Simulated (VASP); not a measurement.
Runs of VASP 6.6.1 on Yb. The structure is that of space group Fm-3m (No. 225), or close to it. The cells are those of the table. 

```csv
task,cell,k mesh,cutoff (eV),gap on the mesh (eV),pressure (GPa)
single point,"a = 3.116 Å, angles 60.0°, 1 atom",15 × 15 × 15,520,none,23.0
single point,"a = 3.693 Å, angles 60.0°, 1 atom",13 × 13 × 13,520,-,-0.2
single point,"a = 3.112 Å, angles 60.0°, 1 atom",15 × 15 × 15,520,none,(a)
relaxation of cell and atoms,"relaxed to 23 GPa from a = 3.116 Å, angles 60.0°, 1 atom",15 × 15 × 15,600,none,23.0
```

Alike in all rows: level PBE; potentials or basis VASP PAW PBE potentials, release 64 (Yb); no spin polarisation; smearing fermi-dirac 0.05 eV.

Q: Fill in the values left out.

A: (a) 23.7.

Caveats: spin-orbit coupling is left out, which moves the levels of the heavy elements; the cell stands under pressure (at least some runs); the cell is relaxed towards a set pressure, so the run minimises the enthalpy, not the energy (at least some runs).

A k mesh can miss the band edges, and the runs leave out spin-orbit coupling on Yb.

A gap of «none» marks levels without a gap at the run's occupations.
